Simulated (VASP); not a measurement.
# Al (Fm-3m) in VASP: a series of runs, part 2 of 2

VASP 6.6.1.

**4. Single point, PBE**

File INCAR:

```
PREC     = Accurate       # precision mode
ENCUT    = 520            # plane-wave cutoff, eV
EDIFF    = 1E-6           # SCF threshold, eV
ISMEAR   = 0              # smearing method
SIGMA    = 0.1            # smearing width, eV
LREAL    = Auto         
LASPH    = True           # aspherical terms in the spheres
NELM     = 100            # most SCF steps
ALGO     = Fast           # electronic algorithm
ISIF     = 2              # what is computed and relaxed
LWAVE    = False          # write WAVECAR
LCHARG   = False          # write CHGCAR
GGA      = PE             # functional
NBANDS   = 60             # bands
```

File KPOINTS:

```
Automatic mesh
0
Gamma
  4 4 4
```

File POSCAR:

```
Al
1.0
   -6.0621852169      6.0621852169      0.0000000000
    0.0000000000      6.0621852169     -6.0621852169
   -6.0621852169      0.0000000000     -6.0621852169
Al
27
Direct
    0.0000000000      0.6666666667      0.6666666667
    0.0000000000      0.3333333333      0.6666666667
    0.0000000000      0.6666666667      0.3333333333
    0.0000000000      0.0000000000      0.6666666667
    0.0000000000      0.3333333333      0.3333333333
    0.0000000000      0.6666666667      0.0000000000
    0.0000000000      0.0000000000      0.3333333333
    0.0000000000      0.3333333333      0.0000000000
    0.0000000000      0.0000000000      0.0000000000
    0.3333333333      0.6666666667      0.6666666667
    0.3333333333      0.3333333333      0.6666666667
    0.3333333333      0.6666666667      0.3333333333
    0.3333333333      0.0000000000      0.6666666667
    0.3333333333      0.3333333333      0.3333333333
    0.3333333333      0.6666666667      0.0000000000
    0.3333333333      0.0000000000      0.3333333333
    0.3333333333      0.3333333333      0.0000000000
    0.3333333333      0.0000000000      0.0000000000
    0.6666666667      0.6666666667      0.6666666667
    0.6666666667      0.3333333333      0.6666666667
    0.6666666667      0.6666666667      0.3333333333
    0.6666666667      0.0000000000      0.6666666667
    0.6666666667      0.3333333333      0.3333333333
    0.6666666667      0.6666666667      0.0000000000
    0.6666666667      0.0000000000      0.3333333333
    0.6666666667      0.3333333333      0.0000000000
    0.6666666667      0.0000000000      0.0000000000
```

Potentials or basis: VASP PAW PBE potentials, release 64 (Al).

The run is started by

```
cat potpaw_PBE.64/Al/POTCAR > POTCAR
mpirun -np 1 vasp_std > vasp.out
```

OUTCAR:

```text
PREC = Accurate
   ENCUT = 520
   EDIFF = 1E-6
   ISMEAR = 0
   LREAL = Auto
   LASPH = True
   NELM = 100
   ISIF = 2
   GGA = PE

 ion  position               nearest neighbor table
   1  0.000  0.667  0.667-   4 2.86   6 2.86  10 2.86  19 2.86  22 2.86  24 2.86  12 2.86   8 2.86
                             7 2.86  11 2.86   2 2.86   3 2.86
   2  0.000  0.333  0.667-   4 2.86   8 2.86   9 2.86  11 2.86  13 2.86  20 2.86  26 2.86  14 2.86
                            19 2.86   5 2.86   3 2.86   1 2.86
   3  0.000  0.667  0.333-   6 2.86   7 2.86   9 2.86  12 2.86  15 2.86  21 2.86  25 2.86  14 2.86
                            19 2.86   1 2.86   2 2.86   5 2.86
   4  0.000  0.000  0.667-   1 2.86   2 2.86   6 2.86   9 2.86  10 2.86  13 2.86  20 2.86  22 2.86
                            27 2.86  16 2.86   5 2.86   7 2.86
   5  0.000  0.333  0.333-   7 2.86   8 2.86  14 2.86  16 2.86  17 2.86  23 2.86   4 2.86  20 2.86
                            21 2.86   6 2.86   2 2.86   3 2.86
   6  0.000  0.667  0.000-   1 2.86   3 2.86   4 2.86   9 2.86  10 2.86  15 2.86  21 2.86  24 2.86
                            27 2.86  17 2.86   5 2.86   8 2.86
   7  0.000  0.000  0.333-   3 2.86   5 2.86   8 2.86   9 2.86  12 2.86  16 2.86  18 2.86  23 2.86
                            25 2.86   1 2.86  22 2.86   4 2.86
   8  0.000  0.333  0.000-   2 2.86   5 2.86   7 2.86   9 2.86  11 2.86  17 2.86  18 2.86  23 2.86
                            26 2.86  24 2.86   1 2.86   6 2.86
   9  0.000  0.000  0.000-   2 2.86   3 2.86   4 2.86   6 2.86   7 2.86   8 2.86  13 2.86  15 2.86
[... 43 lines left out ...]
 A1 = (  -6.0621852169,   6.0621852169,   0.0000000000)
 A2 = (   0.0000000000,   6.0621852169,  -6.0621852169)
 A3 = (  -6.0621852169,   0.0000000000,  -6.0621852169)

Analysis of symmetry for initial positions (statically):
=====================================================================
 Subroutine PRICEL returns following result:

  LATTYP: Found a face centered cubic cell.
 ALAT       =     4.0414568109

  Lattice vectors:

 A1 = (  -2.0207284054,   2.0207284054,   0.0000000000)
 A2 = (   0.0000000000,   2.0207284054,  -2.0207284054)
 A3 = (  -2.0207284054,   0.0000000000,  -2.0207284054)

  27 primitive cells build up your supercell.

 Routine SETGRP: Setting up the symmetry group for a
 face centered cubic supercell.

 Subroutine GETGRP returns: Found 48 space group operations
 (whereof 48 operations were pure point group operations)
 out of a pool of 48 trial point group operations.

The static configuration has the point symmetry O_h .

Analysis of symmetry for dynamics (positions and initial velocities):
=====================================================================
 Subroutine PRICEL returns following result:

  LATTYP: Found a face centered cubic cell.
 ALAT       =     4.0414568109

  Lattice vectors:

 A1 = (  -2.0207284054,   2.0207284054,   0.0000000000)
 A2 = (   0.0000000000,   2.0207284054,  -2.0207284054)
 A3 = (  -2.0207284054,   0.0000000000,  -2.0207284054)

  27 primitive cells build up your supercell.

 Routine SETGRP: Setting up the symmetry group for a
 face centered cubic supercell.

 Subroutine GETGRP returns: Found 48 space group operations
 (whereof 48 operations were pure point group operations)
 out of a pool of 48 trial point group operations.

The dynamic configuration has the point symmetry O_h .

 Subroutine INISYM returns: Found 48 space group operations
 (whereof 48 operations are pure point group operations),
 and found    27 'primitive' translations

----------------------------------------------------------------------------------------
[... 58 lines left out ...]
   total plane-waves  NPLWV = 262144
   dimension x,y,z NGX =    64 NGY =   64 NGZ =   64
   dimension x,y,z NGXF=   128 NGYF=  128 NGZF=  128
   ions per type =              27
   NGX,Y,Z   is equivalent  to a cutoff of  12.41, 12.41, 12.41 a.u.
   NGXF,Y,Z  is equivalent  to a cutoff of  24.82, 24.82, 24.82 a.u.
 SYSTEM =  unknown system
   PREC   = accura    normal or accurate (medium, high low for compatibility)
   ISTART =      0    job   : 0-new  1-cont  2-samecut
   ICHARG =      2    charge: 1-file 2-atom 10-const
   ISPIN  =      1    spin polarized calculation?
   LNONCOLLINEAR =      F non collinear calculations
   LSORBIT =      F    spin-orbit coupling
   LASPH  =      T    aspherical Exc in radial PAW
   ENCUT  =  520.0 eV  38.22 Ry    6.18 a.u.  15.94 15.94 15.94*2*pi/ulx,y,z
   NELM   =    100;   NELMIN=  2; NELMDL= -5     # of ELM steps
   EDIFF  = 0.1E-05   stopping-criterion for ELM
   LREAL  =      T    real-space projection
   EDIFFG = 0.1E-04   stopping-criterion for IOM
   NSW    =      0    number of steps for IOM
   IBRION =     -1    ionic relax: 0-MD 1-quasi-New 2-CG
   NFREE  =      0    steps in history (QN), initial steepest desc. (CG)
   ISIF   =      2    stress and relaxation
   ISYM   =      2    0-nonsym 1-usesym 2-fastsym
   POTIM  = 0.5000    time-step for ionic-motion
   TEBEG  =    0.0;   TEEND  =   0.0 temperature during run
   PSTRESS=    0.0 pullay stress
   NELECT =      81.0000    total number of electrons
   NUPDOWN=      -1.0000    fix difference up-down
   EMIN   =  10.00;   EMAX   =-10.00  energy-range for DOS
   EFERMI =   0.00;   METHOD = LEGACY
   ISMEAR =     0;   SIGMA  =   0.10  broadening in eV -4-tet -1-fermi 0-gaus
   EFERMI_NEDOS =   21; number of points for ismear=-14 and -15
   IALGO  =     68    algorithm
   IMIX   =      4    mixing-type and parameters
     AMIX     =   0.40;   BMIX     =  1.00
     AMIX_MAG =   1.60;   BMIX_MAG =  1.00
  volume/ion in A,a.u.               =      16.50       111.37
  Fermi-wavevector in a.u.,A,eV,Ry     =   0.927393  1.752519 11.701805  0.860058
  Thomas-Fermi vector in A             =   2.053458
   LORBIT       =      0    0 simple, 1 ext, 2 COOP (PROOUT), +10 PAW based schemes
   GGA     = PE    functional components
   LHFCALC =     F    Hartree Fock is set to
   AEXX    =    0.0000 exact exchange contribution
   IVDW    =     0    specifies the selected vdW correction
   LEPSILON=     F    determine dielectric tensor
   LRPA    =     F    only Hartree local field effects (RPA)
 non-spin polarized calculation
 RMM-DIIS sequential band-by-band and
 Gauss-broadening in eV      SIGMA  =   0.10
  energy-cutoff  :      520.00
  volume of cell :      445.57
 maximum number of plane-waves:     12039
   NGX = 31   NGY = 31   NGZ = 31

 number of electron      81.0000000 magnetization

 Free energy of the ion-electron system (eV)
  ---------------------------------------------------
  ext. energy  EPLUGINS =         0.00000000
  ---------------------------------------------------
  free energy    TOTEN  =      -101.37466809 eV

  energy without entropy =     -101.33160583  energy(sigma->0) =     -101.35313696

 E-fermi :   7.8682     XC(G=0): -10.1954

 val. band max:        7.7610484579   @ k =  -0.2500   0.5000   0.2500
 cond. band min:       7.9426660642   @ k =   0.5000   0.2500   0.0000
 fundamental gap:      0.1816176063
 Fermi energy:         7.8682193527

 k-point     1 :       0.0000    0.0000    0.0000
  band No.  band energies     occupation
      1      -3.1345      2.00000
      2      -0.1446      2.00000
      3      -0.1446      2.00000
      4      -0.1446      2.00000
      5      -0.1446      2.00000
      6      -0.1446      2.00000
[... 429 lines left out ...]
     51       9.7141      0.00000
     52       9.7141      0.00000
 [bands above 52 left out]

------------------------ aborting loop because EDIFF is reached ----------------------------------------

  FORCE on cell =-STRESS in cart. coord.  units (eV):
  Direction    XX          YY          ZZ          XY          YZ          ZX
  --------------------------------------------------------------------------------------
  -------------------------------------------------------------------------------------
  Total        0.3493886      0.3493886      0.3493886      0.0000000     -0.0000000      0.0000000
  in kB        1.2563243      1.2563243      1.2563243      0.0000000     -0.0000000      0.0000000
  external PRESSURE =       1.2563243 kB  Pullay stress =       0.0000000 kB

 VOLUME and BASIS-vectors are now :
 -----------------------------------------------------------------------------
  energy-cutoff  :      520.00
  volume of cell :      445.57
      direct lattice vectors                 reciprocal lattice vectors
    -6.062185217  6.062185217  0.000000000    -0.082478509  0.082478509  0.082478509
     0.000000000  6.062185217 -6.062185217     0.082478509  0.082478509 -0.082478509
    -6.062185217  0.000000000 -6.062185217    -0.082478509 -0.082478509 -0.082478509

 POSITION                                       TOTAL-FORCE (eV/Angst)
 -----------------------------------------------------------------------------------
     -4.04146      4.04146     -8.08291         0.000000      0.000000      0.000000
     -4.04146      2.02073     -6.06219         0.000000     -0.000000     -0.000000
     -2.02073      4.04146     -6.06219         0.000000     -0.000000     -0.000000
     -4.04146      0.00000     -4.04146         0.000000      0.000000     -0.000000
     -2.02073      2.02073     -4.04146        -0.000000      0.000000     -0.000000
      0.00000      4.04146     -4.04146         0.000000      0.000000      0.000000
[... 19 lines left out ...]
     -4.04146      6.06219     -2.02073         0.000000      0.000000      0.000000
     -4.04146      4.04146      0.00000        -0.000000      0.000000      0.000000
 -----------------------------------------------------------------------------------
    total drift:                                0.000000     -0.000000      0.000000

  FREE ENERGIE OF THE ION-ELECTRON SYSTEM (eV)
  ---------------------------------------------------
  free  energy   TOTEN  =      -101.3746680932 eV

  energy  without entropy=     -101.3316058281  energy(sigma->0) =     -101.35313696
```

Wall time 2.9 min (1 thread of AMD EPYC 9R45 (Zen 5), shared host); peak memory 0.56 GiB.

Results:

```
Free energy : -101.3747 eV
Pressure    : 0.1 GPa
```

Levels at points of the mesh, in eV from the Fermi level:
| k point | band 37 | band 38 | band 39 | band 40 | band 41 | band 42 | band 43 | band 44 |
| --- | --- | --- | --- | --- | --- | --- | --- | --- |
| (0.00, 0.00, 0.00) | -0.95 | -0.95 | -0.95 | 0.52 | 0.52 | 0.52 | 0.52 | 0.52 |
| (0.50, 0.00, 0.00) | -0.57 | -0.57 | -0.57 | -0.57 | 1.16 | 1.16 | 1.16 | 1.16 |
| (0.50, 0.50, 0.00) | -0.52 | -0.52 | -0.52 | -0.52 | 0.91 | 0.91 | 0.91 | 0.91 |

**5. Single point, r2SCAN**

This run uses another cell than the first one: it holds 1 atom, not 27.

File POSCAR:

```
Al
1.0
    0.0000000000      2.0207284053      2.0207284053
    2.0207284053      0.0000000000      2.0207284053
    2.0207284053      2.0207284053      0.0000000000
Al
1
Direct
    0.0000000000      0.0000000000      0.0000000000
```

File INCAR.step1:

```
SYSTEM = Al
PREC     = Accurate       ! precision mode
ENCUT    = 520            ! plane-wave cutoff, eV
ISMEAR   = 0              ! smearing method
SIGMA    = 0.1            ! smearing width, eV
LREAL    = .False.        ! projectors in reciprocal space
LASPH    = .True.         ! aspherical terms in the spheres
NELM     = 60             ! most SCF steps
NBANDS   = 8              ! bands
GGA      = PE             ! functional
ALGO     = Normal         ! electronic algorithm
EDIFF    = 1E-4           ! SCF threshold, eV
LWAVE    = .True.         ! write WAVECAR
LCHARG   = .False.        ! write CHGCAR
```

File INCAR.step2:

```
SYSTEM = Al
PREC     = Accurate       ! precision mode
ENCUT    = 520            ! plane-wave cutoff, eV
EDIFF    = 1E-6           ! SCF threshold, eV
ISMEAR   = 0              ! smearing method
SIGMA    = 0.1            ! smearing width, eV
LREAL    = .False.        ! projectors in reciprocal space
LASPH    = .True.         ! aspherical terms in the spheres
NELM     = 60             ! most SCF steps
ALGO     = Normal         ! electronic algorithm
ISIF     = 2              ! what is computed and relaxed
LWAVE    = .False.        ! write WAVECAR
LCHARG   = .True.         ! write CHGCAR
METAGGA  = R2SCAN         ! meta-GGA
LMIXTAU  = .True.       
LELF     = .True.         ! ELF
LVHAR    = .True.       
NBANDS   = 8              ! bands
ISTART   = 1
```

File KPOINTS:

```
Automatic mesh
0
Gamma
  18 18 18
  0 0 0
```

The run is started by

```
cat potpaw_PBE.64/Al/POTCAR > POTCAR
cp INCAR.step1 INCAR
mpirun -np 1 vasp_std > vasp.out
cp INCAR.step2 INCAR
mpirun -np 1 vasp_std > vasp.out
```

It took 29 s on 1 thread of Intel Xeon 6975P-C (Granite Rapids), shared host; peak memory 0.15 GiB.

Results (log left out):

- Free energy: -6.7297 eV
- Pressure: -3.4 GPa

Levels at points of the mesh, in eV from the Fermi level:
```csv
k point,band 1,band 2,band 3,band 4,band 5
"(0.00, 0.00, 0.00)",-11.84,13.32,13.32,13.32,15.22
"(0.50, 0.00, 0.00)",-5.00,-4.53,12.08,12.08,12.31
"(0.50, 0.50, 0.00)",-3.16,-1.65,5.46,6.00,6.00
```

Caveat: the PAW data sets were made with another functional, which shifts forces and pressure a little.

**6. Overview**

```csv
level,cell,k mesh,gap on the mesh (eV),pressure (GPa)
PBE,"a = 8.573 Å, angles 60.0°, 27 atoms",4 × 4 × 4,none,0.1
PBE,"a = 2.858 Å, angles 60.0°, 1 atom",18 × 18 × 18,none,0.0
r2SCAN,"a = 2.858 Å, angles 60.0°, 1 atom",18 × 18 × 18,none,-3.4
```

Alike in all rows: task single point; potentials or basis VASP PAW PBE potentials, release 64 (Al); no spin polarisation; cutoff (eV) 520; smearing gaussian 0.1 eV.

Caveats: the PAW data sets were made with another functional, which shifts forces and pressure a little (some runs).

Total energies depend on the potentials used, so only differences within one code and one set of settings carry meaning.
